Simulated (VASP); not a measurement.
# WSe in VASP: single point with r2SCAN

Aim: the single point of WSe with r2SCAN.

Program: VASP 6.6.1. These are calculated values, not measurements. Logs are shortened: lines on timing, memory, paths and dates and some standing lists are left out, and cuts for length are marked.

## (1) The cell of the first run

The cell holds a slab with vacuum, 4 atoms: a = 3.847 Å, b = 3.847 Å, c = 15.507 Å, α = 87.42°, β = 87.42°, γ = 86.96°.

## (2) Single point, r2SCAN

Contents of POSCAR:

```
WSe
1.0
    2.7913783900      2.6469520700      0.0000000000
    2.7913783900     -2.6469520700      0.0000000000
    0.9606997900      0.0000000000    -15.4768032300
W Se
2 2
Direct
    0.7213000000      0.7213000000      0.5943500000
    0.2787000000      0.2787000000      0.4056500000
    0.2379000000      0.2379000000      0.5655000000
    0.7621000000      0.7621000000      0.4345000000
```

Contents of INCAR.step1:

```
SYSTEM = WSe
ALGO     = Normal         ! electronic algorithm
EDIFF    = 1E-4           ! SCF threshold, eV
ENCUT    = 520            ! plane-wave cutoff, eV
GGA      = PE             ! functional
ISMEAR   = -1             ! smearing method
LASPH    = .True.         ! aspherical terms in the spheres
LCHARG   = .False.        ! write CHGCAR
LREAL    = .False.        ! projectors in reciprocal space
LWAVE    = .True.         ! write WAVECAR
NBANDS   = 28             ! bands
NELM     = 100            ! most SCF steps
PREC     = Accurate       ! precision mode
SIGMA    = 0.1            ! smearing width, eV
```

Contents of INCAR.step2:

```
SYSTEM = WSe
ALGO     = Normal         ! electronic algorithm
EDIFF    = 1E-7           ! SCF threshold, eV
ENCUT    = 520            ! plane-wave cutoff, eV
ISIF     = 2              ! what is computed and relaxed
ISMEAR   = -1             ! smearing method
ISTART   = 1            
LASPH    = .True.         ! aspherical terms in the spheres
LCHARG   = .False.        ! write CHGCAR
LMIXTAU  = .True.       
LREAL    = .False.        ! projectors in reciprocal space
LWAVE    = .False.        ! write WAVECAR
METAGGA  = R2SCAN         ! meta-GGA
NBANDS   = 28             ! bands
NELM     = 100            ! most SCF steps
PREC     = Accurate       ! precision mode
SIGMA    = 0.1            ! smearing width, eV
```

Contents of KPOINTS:

```
k-points
0
Gamma
  9 9 3
  0 0 0
```

Potentials or basis: VASP PAW PBE potentials, release 64 (W_sv, Se).

Launch:

```sh
$ cat potpaw_PBE.64/W_sv/POTCAR potpaw_PBE.64/Se/POTCAR > POTCAR
$ cp INCAR.step1 INCAR
$ mpirun -np 1 vasp_std > vasp.out
$ cp INCAR.step2 INCAR
$ mpirun -np 1 vasp_std > vasp.out
```

OUTCAR:

```text
SYSTEM = WSe
   EDIFF = 1E-7
   ENCUT = 520
   ISIF = 2
   ISMEAR = -1
   ISTART = 1
   LASPH = .True.
   LREAL = .False.
   METAGGA = R2SCAN
   NELM = 100
   PREC = Accurate

 ion  position               nearest neighbor table
   1  0.721  0.721  0.594-   4 2.48   3 2.69   3 2.69   3 2.76   3 2.89
   2  0.279  0.279  0.406-   3 2.48   4 2.69   4 2.69   4 2.76   4 2.89
   3  0.238  0.238  0.566-   2 2.48   1 2.69   1 2.69   1 2.76   1 2.89
   4  0.762  0.762  0.434-   1 2.48   2 2.69   2 2.69   2 2.76   2 2.89

  LATTYP: Found a base centered monoclinic cell.
 ALAT       =     5.5827567800
 B/A-ratio  =     0.9482598559
 C/A-ratio  =     2.7775868065
 COS(beta)  =    -0.0619542847

  Lattice vectors:

 A1 = (  -2.7913783900,  -2.6469520700,   0.0000000000)
 A2 = (  -2.7913783900,   2.6469520700,   0.0000000000)
 A3 = (   0.9606997900,   0.0000000000, -15.4768032300)

Analysis of symmetry for initial positions (statically):
=====================================================================
 Subroutine PRICEL returns:
 Original cell was already a primitive cell.

 Routine SETGRP: Setting up the symmetry group for a
 base centered monoclinic supercell.

 Subroutine GETGRP returns: Found  4 space group operations
 (whereof  4 operations were pure point group operations)
 out of a pool of  4 trial point group operations.

The static configuration has the point symmetry C_2h.

Analysis of symmetry for dynamics (positions and initial velocities):
=====================================================================
 Subroutine PRICEL returns:
 Original cell was already a primitive cell.

 Routine SETGRP: Setting up the symmetry group for a
 base centered monoclinic supercell.

 Subroutine GETGRP returns: Found  4 space group operations
 (whereof  4 operations were pure point group operations)
 out of a pool of  4 trial point group operations.

The dynamic configuration has the point symmetry C_2h.

 Subroutine INISYM returns: Found  4 space group operations
 (whereof  4 operations are pure point group operations),
 and found     1 'primitive' translations

----------------------------------------------------------------------------------------

                                     Primitive cell

  volume of cell :     228.7052

  direct lattice vectors                    reciprocal lattice vectors
     2.791378390  2.646952070  0.000000000     0.179122974  0.188896507  0.011118795
     2.791378390 -2.646952070  0.000000000     0.179122974 -0.188896507  0.011118795
     0.960699790  0.000000000-15.476803230     0.000000000  0.000000000 -0.064612826

  length of vectors
     3.846836178  3.846836178 15.506591576     0.260558166  0.260558166  0.064612826

  position of ions in fractional coordinates (direct lattice)
     0.721300000  0.721300000  0.594350000
     0.278700000  0.278700000  0.405650000
     0.237900000  0.237900000  0.565500000
     0.762100000  0.762100000  0.434500000

  ion indices of the primitive-cell ions
   primitive index   ion index
                 1           1
                 2           2
                 3           3
                 4           4

----------------------------------------------------------------------------------------

 KPOINTS: k-points

Automatic generation of k-mesh.
 Grid dimensions read from file:
 generate k-points for:    9    9    3

 Generating k-lattice:

  Cartesian coordinates                     Fractional coordinates (reciprocal lattice)
     0.019902553  0.020988501  0.001235422     0.111111111 -0.000000000  0.000000000
     0.019902553 -0.020988501  0.001235422    -0.000000000  0.111111111  0.000000000
     0.000000000  0.000000000 -0.021537609     0.000000000  0.000000000  0.333333333

  Length of vectors
     0.028950907  0.028950907  0.021537609

  Shift w.r.t. Gamma in fractional coordinates (k-lattice)
     0.000000000  0.000000000  0.000000000

 Subroutine IBZKPT returns following result:
 ===========================================

 Found     70 irreducible k-points:

 Following reciprocal coordinates:
            Coordinates               Weight
  0.000000  0.000000  0.000000      1.000000
  0.111111  0.000000  0.000000      4.000000
  0.222222 -0.000000  0.000000      4.000000
  0.333333  0.000000  0.000000      4.000000
  0.444444 -0.000000  0.000000      4.000000
  0.111111  0.111111  0.000000      2.000000
[... 16 lines left out ...]
 -0.333333  0.333333  0.000000      2.000000
  0.444444  0.444444  0.000000      2.000000
 [... further k-points ...]
   k-points           NKPTS =     70   k-points in BZ     NKDIM =     70   number of bands    NBANDS=     28
   number of dos      NEDOS =    301   number of ions     NIONS =      4
   total plane-waves  NPLWV = 108000
   dimension x,y,z NGX =    30 NGY =   30 NGZ =  120
   dimension x,y,z NGXF=    60 NGYF=   60 NGZF=  240
   ions per type =               2   2
   NGX,Y,Z   is equivalent  to a cutoff of  12.96, 12.96, 12.87 a.u.
   NGXF,Y,Z  is equivalent  to a cutoff of  25.93, 25.93, 25.73 a.u.
 SYSTEM =  WSe
   PREC   = accura    normal or accurate (medium, high low for compatibility)
   ISTART =      1    job   : 0-new  1-cont  2-samecut
   ICHARG =      0    charge: 1-file 2-atom 10-const
   ISPIN  =      1    spin polarized calculation?
   LNONCOLLINEAR =      F non collinear calculations
   LSORBIT =      F    spin-orbit coupling
   LASPH  =      T    aspherical Exc in radial PAW
   ENCUT  =  520.0 eV  38.22 Ry    6.18 a.u.   7.15  7.15 28.83*2*pi/ulx,y,z
   NELM   =    100;   NELMIN=  2; NELMDL=  0     # of ELM steps
   EDIFF  = 0.1E-06   stopping-criterion for ELM
   LREAL  =      F    real-space projection
   EDIFFG = 0.1E-05   stopping-criterion for IOM
   NSW    =      0    number of steps for IOM
   IBRION =     -1    ionic relax: 0-MD 1-quasi-New 2-CG
   NFREE  =      0    steps in history (QN), initial steepest desc. (CG)
   ISIF   =      2    stress and relaxation
   ISYM   =      2    0-nonsym 1-usesym 2-fastsym
   POTIM  = 0.5000    time-step for ionic-motion
   TEBEG  =    0.0;   TEEND  =   0.0 temperature during run
   PSTRESS=    0.0 pullay stress
   NELECT =      40.0000    total number of electrons
   NUPDOWN=      -1.0000    fix difference up-down
   EMIN   =  10.00;   EMAX   =-10.00  energy-range for DOS
   EFERMI =   0.00;   METHOD = LEGACY
   ISMEAR =    -1;   SIGMA  =   0.10  broadening in eV -4-tet -1-fermi 0-gaus
   EFERMI_NEDOS =   21; number of points for ismear=-14 and -15
   IALGO  =     38    algorithm
   IMIX   =      4    mixing-type and parameters
     AMIX     =   0.40;   BMIX     =  1.00
     AMIX_MAG =   1.60;   BMIX_MAG =  1.00
  volume/ion in A,a.u.               =      57.18       385.84
  Fermi-wavevector in a.u.,A,eV,Ry     =   0.915523  1.730088 11.404175  0.838183
  Thomas-Fermi vector in A             =   2.040275
   LORBIT       =      0    0 simple, 1 ext, 2 COOP (PROOUT), +10 PAW based schemes
   METAGGA = R2SCAN    functional components
   LHFCALC =     F    Hartree Fock is set to
   AEXX    =    0.0000 exact exchange contribution
   IVDW    =     0    specifies the selected vdW correction
   LEPSILON=     F    determine dielectric tensor
   LRPA    =     F    only Hartree local field effects (RPA)
 non-spin polarized calculation
  energy-cutoff  :      520.00
  volume of cell :      228.71
 maximum number of plane-waves:      6188
 NGX is ok and might be reduce to    30
   NGX = 15   NGY = 15   NGZ = 57

 number of electron      39.9999998 magnetization

 Free energy of the ion-electron system (eV)
  ---------------------------------------------------
  ext. energy  EPLUGINS =         0.00000000
  ---------------------------------------------------
  free energy    TOTEN  =      -124.38378741 eV

  energy without entropy =     -124.13740742  energy(sigma->0) =     -124.26059741

 E-fermi :   0.0198     XC(G=0):  -5.2034

 val. band max:        0.0182529608   @ k =  -0.2222   0.3333   0.3333
 cond. band min:       0.0696372213   @ k =  -0.2222   0.2222   0.3333
 fundamental gap:      0.0513842605
 Fermi energy:         0.0198229039

 k-point     1 :       0.0000    0.0000    0.0000
  band No.  band energies     occupation
      1     -76.3091      2.00000
      2     -76.3084      2.00000
      3     -39.9712      2.00000
      4     -39.9652      2.00000
      5     -39.9559      2.00000
      6     -39.9471      2.00000
[... 20 lines left out ...]
     27       1.5419      0.00000
     28       2.2326      0.00000

 k-point     2 :       0.1111    0.0000    0.0000
  band No.  band energies     occupation
      1     -76.3090      2.00000
      2     -76.3084      2.00000
      3     -39.9728      2.00000
      4     -39.9671      2.00000
      5     -39.9568      2.00000
      6     -39.9486      2.00000
[... 20 lines left out ...]
     27       2.0409      0.00000
     28       2.2903      0.00000

 k-point     3 :       0.2222   -0.0000    0.0000
  band No.  band energies     occupation
      1     -76.3088      2.00000
      2     -76.3083      2.00000
      3     -39.9784      2.00000
      4     -39.9735      2.00000
      5     -39.9574      2.00000
      6     -39.9510      2.00000
[... 20 lines left out ...]
     27       2.4624      0.00000
     28       3.5146      0.00000

 k-point     4 :       0.3333    0.0000    0.0000
  band No.  band energies     occupation
      1     -76.3086      2.00000
      2     -76.3082      2.00000
      3     -39.9860      2.00000
      4     -39.9826      2.00000
      5     -39.9564      2.00000
      6     -39.9523      2.00000
[... 578 lines left out ...]
     27       3.0145      0.00000
     28       3.1164      0.00000

 k-point    23 :      -0.3333    0.3333    0.0000
  band No.  band energies     occupation
      1     -76.3081      2.00000
      2     -76.3080      2.00000
      3     -39.9912      2.00000
      4     -39.9827      2.00000
      5     -39.9723      2.00000
      6     -39.9659      2.00000
[... 20 lines left out ...]
     27       3.7822      0.00000
     28       4.3040      0.00000

 k-point    24 :       0.4444    0.4444    0.0000
  band No.  band energies     occupation
      1     -76.3079      2.00000
      2     -76.3077      2.00000
      3     -39.9970      2.00000
      4     -39.9881      2.00000
      5     -39.9787      2.00000
      6     -39.9676      2.00000
[... 20 lines left out ...]
     27       2.2424      0.00000
     28       2.4513      0.00000

 [... further k-points ...]

------------------------ aborting loop because EDIFF is reached ----------------------------------------

  FORCE on cell =-STRESS in cart. coord.  units (eV):
  Direction    XX          YY          ZZ          XY          YZ          ZX
  --------------------------------------------------------------------------------------
  -------------------------------------------------------------------------------------
  Total      -12.3604969    -11.2328067      0.0443605      0.0000000      0.0000000      0.4059478
  in kB      -86.5905436    -78.6905934      0.3107645      0.0000000      0.0000000      2.8438371
  external PRESSURE =     -54.9901242 kB  Pullay stress =       0.0000000 kB

 VOLUME and BASIS-vectors are now :
 -----------------------------------------------------------------------------
  energy-cutoff  :      520.00
  volume of cell :      228.71
      direct lattice vectors                 reciprocal lattice vectors
     2.791378390  2.646952070  0.000000000     0.179122974  0.188896507  0.011118795
     2.791378390 -2.646952070  0.000000000     0.179122974 -0.188896507  0.011118795
     0.960699790  0.000000000-15.476803230     0.000000000  0.000000000 -0.064612826

 POSITION                                       TOTAL-FORCE (eV/Angst)
 -----------------------------------------------------------------------------------
      4.59783      0.00000     -9.19864        -0.228087      0.000000      0.271872
      1.94562      0.00000     -6.27817         0.228087      0.000000     -0.271872
      1.87141      0.00000     -8.75213         0.128082      0.000000     -0.425957
      4.67204      0.00000     -6.72467        -0.128082      0.000000      0.425957
 -----------------------------------------------------------------------------------
    total drift:                                0.000000      0.000000     -0.000000

  FREE ENERGIE OF THE ION-ELECTRON SYSTEM (eV)
  ---------------------------------------------------
  free  energy   TOTEN  =      -124.3837874056 eV

  energy  without entropy=     -124.1374074208  energy(sigma->0) =     -124.26059741
```

Wall time 25 min (1 thread of AMD EPYC 9R45 (Zen 5), shared host); peak memory 0.59 GiB.

Results:

```yaml
Free_energy: -124.3838 eV
Largest_force: 0.445 eV/Å
Band_gap_on_the_k_mesh: zero (bands 20 and 21 overlap by 0.49 eV)
```

Forces in eV/Å, atoms in the order of the input:
```
W   -0.228  0.000  0.272
W    0.228  0.000 -0.272
Se   0.128  0.000 -0.426
Se  -0.128  0.000  0.426
```

Caveat: there is no dipole correction, which matters where the two faces differ; the PAW data sets were made with another functional, which shifts forces and pressure a little; spin-orbit coupling is left out, which moves the levels of the heavy elements.

The gap in the log of VASP goes by the Fermi energy; the results here count the filled bands.